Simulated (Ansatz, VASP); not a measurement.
# NaIr in VASP and in Ansatz

```xyz
2
Lattice="3.2442 0.0000 0.0000 0.0000 3.2442 0.0000 0.0000 0.0000 3.2442" Properties=species:S:1:pos:R:3 pbc="T T T"
Na    0.0000    0.0000    0.0000
Ir    1.6221    1.6221    1.6221
```

Alike in both runs: functional PBE; k mesh 11 × 11 × 11; occupations fermi-dirac, width 0.05 eV; non-collinear spin, spin-orbit coupling.

Ansatz relaxed the structure, and its values are those at the end. VASP's run is a single point on that final structure, the one shown.

```csv
,VASP,Ansatz
version,VASP 6.6.1,Ansatz 0.2.0
potentials or method,"VASP PAW PBE potentials, release 64 (Na_pv, Ir), cutoff 520 eV",all-electron LAPW
```

|  | VASP | Ansatz | Ansatz less VASP |
| --- | --- | --- | --- |
| pressure (GPa) | 0.2 | 0.0 | -0.24 |
| net moment per atom (μB) | 0.00 | 0.00 | 0.000 |

Ansatz ran all-electron here, and VASP with PAW potentials.
